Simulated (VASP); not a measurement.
# VSi2 (P6_222) in VASP: settings compared, part 2 of 2

VASP 6.6.1. Earlier steps stand in the parts before.

## (4) Single point, LDA

This run uses another cell than the first one, of 12.50 Å³/atom.

Input file INCAR:

```
ALGO     = Normal         # electronic algorithm
EDIFF    = 1E-7           # SCF threshold, eV
ENCUT    = 520            # plane-wave cutoff, eV
GGA      = CA             # functional
ISIF     = 2              # what is computed and relaxed
ISMEAR   = 0              # smearing method
LASPH    = T              # aspherical terms in the spheres
LCHARG   = T              # write CHGCAR
LELF     = T              # ELF
LREAL    = F              # projectors in reciprocal space
LVHAR    = T            
LWAVE    = F              # write WAVECAR
NBANDS   = 42             # bands
NELM     = 80             # most SCF steps
PREC     = Accurate       # precision mode
SIGMA    = 0.05           # smearing width, eV
```

Input file KPOINTS:

```
k-points
0
Gamma
  9 9 6
```

Input file POSCAR:

```
VSi2
1.0
    4.5347995798      0.0000000000      0.0000000000
   -2.2673997899      3.9272516372      0.0000000000
    0.0000000000      0.0000000000      6.3189006300
V Si
3 6
Direct
    0.0000000000      0.5000000000      0.1666666700
    0.5000000000      0.5000000000      0.8333333300
    0.5000000000      0.0000000000      0.5000000000
    0.8375067800      0.6750135500      0.5000000000
    0.1624932300      0.8375067800      0.8333333300
    0.6750135500      0.8375067800      0.1666666700
    0.1624932200      0.3249864500      0.5000000000
    0.8375067800      0.1624932200      0.8333333300
    0.3249864500      0.1624932300      0.1666666700
```

Potentials or basis: VASP PAW LDA potentials, release 64 (V_sv, Si).

On the command line:

```sh
$ cat potpaw_LDA.64/V_sv/POTCAR potpaw_LDA.64/Si/POTCAR > POTCAR
$ mpirun -np 1 vasp_std > vasp.out
```

OUTCAR:

```text
EDIFF = 1E-7
   ENCUT = 520
   GGA = CA
   ISIF = 2
   ISMEAR = 0
   LASPH = T
   LREAL = F
   NELM = 80
   PREC = Accurate

 ion  position               nearest neighbor table
   1  0.000  0.500  0.167-   4 2.49   7 2.49   5 2.49   8 2.49   9 2.60   6 2.60   6 2.60   9 2.60
                             6 2.65   9 2.65
   2  0.500  0.500  0.833-   4 2.49   7 2.49   9 2.49   6 2.49   5 2.60   8 2.60   8 2.60   5 2.60
                             5 2.65   8 2.65
   3  0.500  0.000  0.500-   5 2.49   6 2.49   9 2.49   8 2.49   7 2.60   4 2.60   7 2.60   4 2.60
                             7 2.65   4 2.65
   4  0.838  0.675  0.500-   5 2.46   6 2.46   1 2.49   2 2.49   7 2.55   3 2.60   3 2.60   3 2.65
                             7 2.65   7 2.65   8 3.05   9 3.05   9 3.14   8 3.14
   5  0.162  0.838  0.833-   4 2.46   9 2.46   3 2.49   1 2.49   8 2.55   2 2.60   2 2.60   2 2.65
                             8 2.65   8 2.65   7 3.05   6 3.05   7 3.14   6 3.14
   6  0.675  0.838  0.167-   4 2.46   8 2.46   3 2.49   2 2.49   9 2.55   1 2.60   1 2.60   1 2.65
                             9 2.65   9 2.65   7 3.05   5 3.05   7 3.14   5 3.14
   7  0.162  0.325  0.500-   8 2.46   9 2.46   1 2.49   2 2.49   4 2.55   3 2.60   3 2.60   3 2.65
                             4 2.65   4 2.65   6 3.05   5 3.05   5 3.14   6 3.14
   8  0.838  0.162  0.833-   7 2.46   6 2.46   3 2.49   1 2.49   5 2.55   2 2.60   2 2.60   2 2.65
[... 214 lines left out ...]
      1     -51.7319      2.00000
      2     -51.7140      2.00000
      3     -51.7140      2.00000
      4     -26.1321      2.00000
      5     -26.1321      2.00000
      6     -26.1130      2.00000
[... 1069 lines left out ...]
     41      14.6637      0.00000
     42      15.2877      0.00000

 [... further k-points ...]
[... 5 lines left out ...]
  --------------------------------------------------------------------------------------
  -------------------------------------------------------------------------------------
  Total       -3.1553428     -3.1553428     -3.0307558      0.0000000      0.0000000      0.0000000
  in kB      -44.9230029    -44.9230029    -43.1492416      0.0000000      0.0000000      0.0000000
  external PRESSURE =     -44.3317491 kB  Pullay stress =       0.0000000 kB

 VOLUME and BASIS-vectors are now :
 -----------------------------------------------------------------------------
  energy-cutoff  :      520.00
  volume of cell :      112.54
      direct lattice vectors                 reciprocal lattice vectors
     4.534799580  0.000000000  0.000000000     0.220516912  0.127315499  0.000000000
    -2.267399790  3.927251637  0.000000000     0.000000000  0.254630997  0.000000000
     0.000000000  0.000000000  6.318900630     0.000000000  0.000000000  0.158255377

 POSITION                                       TOTAL-FORCE (eV/Angst)
 -----------------------------------------------------------------------------------
     -1.13370      1.96363      1.05315         0.000000     -0.000000      0.000000
      1.13370      1.96363      5.26575        -0.000000     -0.000000      0.000000
      2.26740      0.00000      3.15945        -0.000000     -0.000000     -0.000000
      2.26740      2.65095      3.15945         0.000000     -0.071250     -0.000000
     -1.16209      3.28910      5.26575         0.061704     -0.035625     -0.000000
      1.16209      3.28910      1.05315        -0.061704     -0.035625     -0.000000
     -0.00000      1.27630      3.15945         0.000000      0.071250     -0.000000
      3.42949      0.63815      5.26575        -0.061704      0.035625     -0.000000
      1.10531      0.63815      1.05315         0.061704      0.035625      0.000000
 -----------------------------------------------------------------------------------
    total drift:                               -0.000000      0.000003      0.000051

  FREE ENERGIE OF THE ION-ELECTRON SYSTEM (eV)
  ---------------------------------------------------
  free  energy   TOTEN  =       -70.7810963485 eV

  energy  without entropy=      -70.7716023590  energy(sigma->0) =      -70.77634935
```

Wall time 2.6 min (1 thread of Intel Xeon Platinum 8488C (Sapphire Rapids), shared host); peak memory 0.3 GiB.

Results:

```
Free energy            : -70.7811 eV
Pressure               : -4.4 GPa
Largest force          : 0.071 eV/Å
Band gap on the k mesh : zero (an odd number of electrons rules out a gap without spin polarisation)
```

Forces on the atoms (eV/Å):
```
V    0.000  0.000  0.000
V    0.000  0.000  0.000
V    0.000  0.000  0.000
Si   0.000 -0.071  0.000
Si   0.062 -0.036  0.000
Si  -0.062 -0.036  0.000
Si   0.000  0.071  0.000
Si  -0.062  0.036  0.000
Si   0.062  0.036  0.000
```

Levels at points of the mesh, in eV from the Fermi level:
| k point | band 28 | band 29 | band 30 | band 31 | band 32 | band 33 | band 34 | band 35 | band 36 | band 37 |
| --- | --- | --- | --- | --- | --- | --- | --- | --- | --- | --- |
| (0.00, 0.00, 0.00) | -2.13 | -2.13 | -1.82 | -1.82 | -1.66 | 0.36 | 2.13 | 2.47 | 2.47 | 2.53 |
| (0.00, 0.00, 0.50) | -1.95 | -1.86 | -1.86 | -1.62 | 0.54 | 0.54 | 2.13 | 2.50 | 2.55 | 2.60 |

Caveat: the cell stands under tension.

## (5) Summary

```csv
level,potentials or basis,cell,gap on the mesh (eV),pressure (GPa),largest force (eV/Å)
PBE,"VASP PAW PBE potentials, release 64 (V_sv, Si)","a = 4.378, b = 4.378, c = 6.101 Å, angles 90.0, 90.0, 120.0°, 9 atoms",none,29.2,0.14
PBE,"VASP PAW PBE potentials, release 64 (V_sv, Si)","a = 4.535, b = 4.535, c = 6.319 Å, angles 90.0, 90.0, 120.0°, 9 atoms",none,3.9,0.04
LDA,"VASP PAW LDA potentials, release 64 (V_sv, Si)","a = 4.535, b = 4.535, c = 6.319 Å, angles 90.0, 90.0, 120.0°, 9 atoms",none,-4.4,0.07
```

Alike in all rows: task single point; no spin polarisation; k mesh 9 × 9 × 6; cutoff (eV) 520; smearing gaussian 0.05 eV.

Caveats: the cell stands under pressure (at least some runs); the cell stands under tension (at least some runs).

Absolute energies hang on the potentials; compare differences alone.
